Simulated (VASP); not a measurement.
# Zr3W (Fm-3m) in VASP: further runs

The runs below take Zr3W through single point, with r2SCAN, PBE.

Everything below comes from runs of VASP 6.6.1. Logs are shortened: lines on timing, memory, paths and dates and some standing lists are left out, and cuts for length are marked.

### 1 The cell of the first run

The structure is cubic, space group Fm-3m (No. 225). Conventional cell: a = 6.901 Å, b = 6.901 Å, c = 6.901 Å, α = 90.00°, β = 90.00°, γ = 90.00°. Zr (site symmetry -43m) has 10 Zr at 2.99 to 3.45 Å and 4 W at 2.99 Å within 3.9 Å. Zr (site symmetry m-3m) has 8 Zr at 2.99 Å and 6 W at 3.45 Å within 3.9 Å. W (site symmetry m-3m) has 14 Zr at 2.99 to 3.45 Å within 3.9 Å.

### 2 Single point, r2SCAN

The input, POSCAR:

```
Zr3W
1.0
    0.0000000000      3.4506931449      3.4506931449
    3.4506931449      0.0000000000      3.4506931449
    3.4506931449      3.4506931449      0.0000000000
Zr W
3 1
Direct
    0.2500000000      0.2500000000      0.2500000000
    0.7500000000      0.7500000000      0.7500000000
    0.5000000000      0.5000000000      0.5000000000
    0.0000000000      0.0000000000      0.0000000000
```

The input, INCAR.step1:

```
SYSTEM = Zr3W
PREC     = Accurate       ! precision mode
ENCUT    = 550            ! plane-wave cutoff, eV
ISMEAR   = 0              ! smearing method
SIGMA    = 0.1            ! smearing width, eV
LREAL    = .False.        ! projectors in reciprocal space
LASPH    = .True.         ! aspherical terms in the spheres
NELM     = 120            ! most SCF steps
NBANDS   = 33             ! bands
GGA      = PE             ! functional
ALGO     = Normal         ! electronic algorithm
EDIFF    = 1E-5           ! SCF threshold, eV
LWAVE    = .True.         ! write WAVECAR
LCHARG   = .False.        ! write CHGCAR
GGA_COMPAT= .False.
```

The input, INCAR.step2:

```
SYSTEM = Zr3W
PREC     = Accurate       ! precision mode
ENCUT    = 550            ! plane-wave cutoff, eV
EDIFF    = 1E-6           ! SCF threshold, eV
ISMEAR   = 0              ! smearing method
SIGMA    = 0.1            ! smearing width, eV
LREAL    = .False.        ! projectors in reciprocal space
LASPH    = .True.         ! aspherical terms in the spheres
NELM     = 120            ! most SCF steps
ALGO     = Normal         ! electronic algorithm
ISIF     = 2              ! what is computed and relaxed
LWAVE    = .False.        ! write WAVECAR
LCHARG   = .False.        ! write CHGCAR
METAGGA  = R2SCAN         ! meta-GGA
LMIXTAU  = .True.       
NBANDS   = 33             ! bands
ISTART   = 1            
GGA_COMPAT= .False.
```

The input, KPOINTS:

```
Automatic mesh
0
Gamma
  10 10 10
  0 0 0
```

Potentials or basis: VASP PAW PBE potentials, release 64 (Zr_sv, W_sv).

Launch:

```sh
> cat potpaw_PBE.64/Zr_sv/POTCAR potpaw_PBE.64/W_sv/POTCAR > POTCAR
> cp INCAR.step1 INCAR
> mpirun -np 1 vasp_std > vasp.out
> cp INCAR.step2 INCAR
> mpirun -np 1 vasp_std > vasp.out
```

OUTCAR:

```text
SYSTEM = Zr3W
   PREC = Accurate
   ENCUT = 550
   EDIFF = 1E-6
   ISMEAR = 0
   LREAL = .False.
   LASPH = .True.
   NELM = 120
   ISIF = 2
   METAGGA = R2SCAN
   ISTART = 1

 ion  position               nearest neighbor table
   1  0.250  0.250  0.250-   4 2.99   4 2.99   4 2.99   3 2.99   4 2.99   3 2.99   3 2.99   3 2.99
                             2 3.45   2 3.45   2 3.45   2 3.45   2 3.45   2 3.45
   2  0.750  0.750  0.750-   3 2.99   3 2.99   3 2.99   3 2.99   4 2.99   4 2.99   4 2.99   4 2.99
                             1 3.45   1 3.45   1 3.45   1 3.45   1 3.45   1 3.45
   3  0.500  0.500  0.500-   1 2.99   1 2.99   1 2.99   1 2.99   2 2.99   2 2.99   2 2.99   2 2.99
                             4 3.45   4 3.45   4 3.45   4 3.45   4 3.45   4 3.45
   4  0.000  0.000  0.000-   2 2.99   2 2.99   2 2.99   1 2.99   2 2.99   1 2.99   1 2.99   1 2.99
                             3 3.45   3 3.45   3 3.45   3 3.45   3 3.45   3 3.45

  LATTYP: Found a face centered cubic cell.
 ALAT       =     6.9013862898

  Lattice vectors:

 A1 = (   0.0000000000,   3.4506931449,   3.4506931449)
 A2 = (   3.4506931449,   0.0000000000,   3.4506931449)
 A3 = (   3.4506931449,   3.4506931449,   0.0000000000)

Analysis of symmetry for initial positions (statically):
=====================================================================
 Subroutine PRICEL returns:
 Original cell was already a primitive cell.

 Routine SETGRP: Setting up the symmetry group for a
 face centered cubic supercell.

 Subroutine GETGRP returns: Found 48 space group operations
 (whereof 48 operations were pure point group operations)
 out of a pool of 48 trial point group operations.

The static configuration has the point symmetry O_h .

Analysis of symmetry for dynamics (positions and initial velocities):
=====================================================================
 Subroutine PRICEL returns:
 Original cell was already a primitive cell.

 Routine SETGRP: Setting up the symmetry group for a
 face centered cubic supercell.

 Subroutine GETGRP returns: Found 48 space group operations
 (whereof 48 operations were pure point group operations)
 out of a pool of 48 trial point group operations.

The dynamic configuration has the point symmetry O_h .

 Subroutine INISYM returns: Found 48 space group operations
 (whereof 48 operations are pure point group operations),
 and found     1 'primitive' translations

----------------------------------------------------------------------------------------

[... 98 lines left out ...]
   EDIFFG = 0.1E-04   stopping-criterion for IOM
   NSW    =      0    number of steps for IOM
   IBRION =     -1    ionic relax: 0-MD 1-quasi-New 2-CG
   NFREE  =      0    steps in history (QN), initial steepest desc. (CG)
   ISIF   =      2    stress and relaxation
   ISYM   =      2    0-nonsym 1-usesym 2-fastsym
   POTIM  = 0.5000    time-step for ionic-motion
   TEBEG  =    0.0;   TEEND  =   0.0 temperature during run
   PSTRESS=    0.0 pullay stress
   NELECT =      50.0000    total number of electrons
   NUPDOWN=      -1.0000    fix difference up-down
   EMIN   =  10.00;   EMAX   =-10.00  energy-range for DOS
   EFERMI =   0.00;   METHOD = LEGACY
   ISMEAR =     0;   SIGMA  =   0.10  broadening in eV -4-tet -1-fermi 0-gaus
   EFERMI_NEDOS =   21; number of points for ismear=-14 and -15
   IALGO  =     38    algorithm
   IMIX   =      4    mixing-type and parameters
     AMIX     =   0.40;   BMIX     =  1.00
     AMIX_MAG =   1.60;   BMIX_MAG =  1.00
  volume/ion in A,a.u.               =      20.54       138.64
  Fermi-wavevector in a.u.,A,eV,Ry     =   1.387230  2.621485 26.183150  1.924407
  Thomas-Fermi vector in A             =   2.511471
   LORBIT       =      0    0 simple, 1 ext, 2 COOP (PROOUT), +10 PAW based schemes
   METAGGA = R2SCAN    functional components
   LHFCALC =     F    Hartree Fock is set to
   AEXX    =    0.0000 exact exchange contribution
   IVDW    =     0    specifies the selected vdW correction
   LEPSILON=     F    determine dielectric tensor
   LRPA    =     F    only Hartree local field effects (RPA)
 non-spin polarized calculation
 Gauss-broadening in eV      SIGMA  =   0.10
  energy-cutoff  :      550.00
  volume of cell :       82.18
 maximum number of plane-waves:      2450
 NGX is ok and might be reduce to    40

 number of electron      49.9999999 magnetization

 Free energy of the ion-electron system (eV)
  ---------------------------------------------------
  ext. energy  EPLUGINS =         0.00000000
  ---------------------------------------------------
  free energy    TOTEN  =      -118.80579165 eV

  energy without entropy =     -118.77626928  energy(sigma->0) =     -118.79103047

 E-fermi :   9.4018     XC(G=0): -12.7740

 val. band max:        9.3977156258   @ k =  -0.3000   0.5000   0.2000
 cond. band min:       9.4139572383   @ k =   0.5000   0.3000   0.1000
 fundamental gap:      0.0162416125
 Fermi energy:         9.4018187437

 k-point     1 :       0.0000    0.0000    0.0000
  band No.  band energies     occupation
      1     -65.7048      2.00000
      2     -40.7757      2.00000
      3     -40.2487      2.00000
      4     -40.2348      2.00000
      5     -29.2493      2.00000
      6     -29.2493      2.00000
[... 853 lines left out ...]
     32      12.9483      0.00000
     33      13.6327      0.00000

 [... further k-points ...]

------------------------ aborting loop because EDIFF is reached ----------------------------------------

  FORCE on cell =-STRESS in cart. coord.  units (eV):
  Direction    XX          YY          ZZ          XY          YZ          ZX
  --------------------------------------------------------------------------------------
  -------------------------------------------------------------------------------------
  Total       -0.1360295     -0.1360295     -0.1360295     -0.0000000      0.0000000      0.0000000
  in kB       -2.6521295     -2.6521295     -2.6521295     -0.0000000      0.0000000      0.0000000
  external PRESSURE =      -2.6521295 kB  Pullay stress =       0.0000000 kB

 VOLUME and BASIS-vectors are now :
 -----------------------------------------------------------------------------
  energy-cutoff  :      550.00
  volume of cell :       82.18
      direct lattice vectors                 reciprocal lattice vectors
     0.000000000  3.450693145  3.450693145    -0.144898424  0.144898424  0.144898424
     3.450693145  0.000000000  3.450693145     0.144898424 -0.144898424  0.144898424
     3.450693145  3.450693145  0.000000000     0.144898424  0.144898424 -0.144898424

 POSITION                                       TOTAL-FORCE (eV/Angst)
 -----------------------------------------------------------------------------------
      1.72535      1.72535      1.72535         0.000000      0.000000      0.000000
      5.17604      5.17604      5.17604        -0.000000     -0.000000     -0.000000
      3.45069      3.45069      3.45069         0.000000      0.000000      0.000000
      0.00000      0.00000      0.00000         0.000000      0.000000      0.000000
 -----------------------------------------------------------------------------------
    total drift:                               -0.000000      0.000000      0.000000

  FREE ENERGIE OF THE ION-ELECTRON SYSTEM (eV)
  ---------------------------------------------------
  free  energy   TOTEN  =      -118.8057916526 eV

  energy  without entropy=     -118.7762692774  energy(sigma->0) =     -118.79103047
```

Wall time 19 min (1 thread of Intel Xeon 8259CL, shared host); peak memory 0.33 GiB.

What came out:

- Free energy: -118.8058 eV
- Pressure: -0.3 GPa
- Band gap on the k mesh: zero (bands 25 and 26 overlap by 1.64 eV)

Levels at points of the mesh, in eV from the Fermi level:
```csv
k point,band 22,band 23,band 24,band 25,band 26,band 27,band 28,band 29
"(0.00, 0.00, 0.00)",-1.01,-0.80,-0.80,-0.80,1.03,1.03,1.03,3.52
"(0.50, 0.00, 0.00)",-1.36,-1.27,-0.92,-0.92,-0.53,-0.36,-0.36,3.61
"(0.50, 0.50, 0.00)",-1.17,-1.03,-0.24,1.11,1.11,1.47,1.47,2.13
```

Caveat: the PAW data sets were made with another functional, which shifts forces and pressure a little; spin-orbit coupling is left out, which moves the levels of the heavy elements.

### 3 Single point, PBE

This run uses another cell than the first one: it holds 8 atoms, not 4.

The input, INCAR:

```
SYSTEM = Zr3W
PREC     = Accurate       ! precision mode
ENCUT    = 500            ! plane-wave cutoff, eV
EDIFF    = 1E-6           ! SCF threshold, eV
ISMEAR   = 0              ! smearing method
SIGMA    = 0.2            ! smearing width, eV
LREAL    = .False.        ! projectors in reciprocal space
LASPH    = .True.         ! aspherical terms in the spheres
NELM     = 120            ! most SCF steps
ALGO     = Normal         ! electronic algorithm
ISIF     = 2              ! what is computed and relaxed
LWAVE    = .False.        ! write WAVECAR
LCHARG   = .False.        ! write CHGCAR
GGA      = PE             ! functional
NBANDS   = 60             ! bands
GGA_COMPAT= .False.
```

The input, KPOINTS:

```
regular mesh
0
Gamma
  6 6 6
  0 0 0
```

The input, POSCAR:

```
Zr3W
1.0
    0.0000000000      3.4506931449      3.4506931449
    3.4506931449      3.4506931449      0.0000000000
   -3.4506931449      6.9013862898     -3.4506931449
Zr W
6 2
Direct
    0.3750000000      0.3750000000      0.8750000000
    0.8750000000      0.8750000000      0.3750000000
    0.1250000000      0.1250000000      0.6250000000
    0.6250000000      0.6250000000      0.1250000000
    0.7500000000      0.7500000000      0.7500000000
    0.2500000000      0.2500000000      0.2500000000
    0.5000000000      0.5000000000      0.5000000000
    0.0000000000      0.0000000000      0.0000000000
```

Potentials or basis: VASP PAW PBE potentials, release 64 (Zr_sv, W_sv).

Launch:

```sh
> cat potpaw_PBE.64/Zr_sv/POTCAR potpaw_PBE.64/W_sv/POTCAR > POTCAR
> mpirun -np 1 vasp_std > vasp.out
```

OUTCAR:

```text
SYSTEM = Zr3W
   PREC = Accurate
   ENCUT = 500
   EDIFF = 1E-6
   ISMEAR = 0
   LREAL = .False.
   LASPH = .True.
   NELM = 120
   ISIF = 2
   GGA = PE

 ion  position               nearest neighbor table
   1  0.375  0.375  0.875-   5 2.99   6 2.99   7 2.99   8 2.99   8 2.99   8 2.99   5 2.99   5 2.99
                             3 3.45   4 3.45   4 3.45   3 3.45   4 3.45   3 3.45
   2  0.875  0.875  0.375-   5 2.99   6 2.99   7 2.99   8 2.99   7 2.99   7 2.99   6 2.99   6 2.99
                             3 3.45   4 3.45   3 3.45   4 3.45   3 3.45   4 3.45
   3  0.125  0.125  0.625-   5 2.99   6 2.99   7 2.99   8 2.99   5 2.99   5 2.99   7 2.99   7 2.99
[... 1747 lines left out ...]
  Total        0.0330210      0.0330210      0.0330210     -0.0199189     -0.0199189      0.0199189
  in kB        0.3219011      0.3219011      0.3219011     -0.1941763     -0.1941763      0.1941763
  external PRESSURE =       0.3219011 kB  Pullay stress =       0.0000000 kB

 VOLUME and BASIS-vectors are now :
 -----------------------------------------------------------------------------
  energy-cutoff  :      500.00
  volume of cell :      164.35
      direct lattice vectors                 reciprocal lattice vectors
     0.000000000  3.450693145  3.450693145    -0.072449212  0.072449212  0.217347637
     3.450693145  3.450693145  0.000000000     0.217347637  0.072449212 -0.072449212
    -3.450693145  6.901386290 -3.450693145    -0.072449212  0.072449212 -0.072449212

 POSITION                                       TOTAL-FORCE (eV/Angst)
 -----------------------------------------------------------------------------------
     -1.72535      8.62673     -1.72535         0.000405     -0.000405      0.000405
      1.72535      8.62673      1.72535         0.000405     -0.000405      0.000405
     -1.72535      5.17604     -1.72535        -0.000405      0.000405     -0.000405
      1.72535      5.17604      1.72535        -0.000405      0.000405     -0.000405
      0.00000     10.35208      0.00000         0.000000     -0.000000      0.000000
      0.00000      3.45069      0.00000         0.000000      0.000000      0.000000
      0.00000      6.90139      0.00000         0.000000     -0.000000      0.000000
      0.00000      0.00000      0.00000         0.000000     -0.000000      0.000000
 -----------------------------------------------------------------------------------
    total drift:                               -0.000000     -0.000000      0.000000

  FREE ENERGIE OF THE ION-ELECTRON SYSTEM (eV)
  ---------------------------------------------------
  free  energy   TOTEN  =       -75.7938808427 eV

  energy  without entropy=      -75.5170487684  energy(sigma->0) =      -75.65546481
```

stdout:

```text
POSCAR found type information on POSCAR ZrW
 POSCAR found :  2 types and       8 ions
 scaLAPACK will be used
 LDA part: xc-table for (Slater+PW92), standard interpolation
 POSCAR, INCAR and KPOINTS ok, starting setup
 FFT: planning ... GRIDC
 FFT: planning ... GRID_SOFT
 FFT: planning ... GRID
 WAVECAR not read
 entering main loop
```

Run time: 11 min. Hardware: 1 thread of Intel Xeon 8259CL, shared host; peak memory 0.41 GiB.

What came out:

- Free energy: -75.7939 eV
- Pressure: 0.0 GPa
- Band gap on the k mesh: zero (bands 50 and 51 overlap by 0.79 eV)

Levels at points of the mesh, in eV from the Fermi level:
| k point | band 48 | band 49 | band 50 | band 51 | band 52 | band 53 |
| --- | --- | --- | --- | --- | --- | --- |
| (0.00, 0.00, 0.00) | -0.73 | -0.73 | -0.73 | -0.59 | -0.41 | -0.41 |
| (0.50, 0.00, 0.00) | -0.24 | 0.02 | 0.02 | 0.25 | 0.25 | 0.41 |
| (0.50, 0.50, 0.00) | -0.90 | -0.59 | -0.41 | -0.41 | -0.27 | 1.02 |
| (0.00, 0.00, 0.50) | -0.56 | -0.56 | -0.56 | 0.42 | 0.42 | 0.42 |

Caveat: spin-orbit coupling is left out, which moves the levels of the heavy elements.

The gap in the log of VASP goes by the Fermi energy; the results here count the filled bands.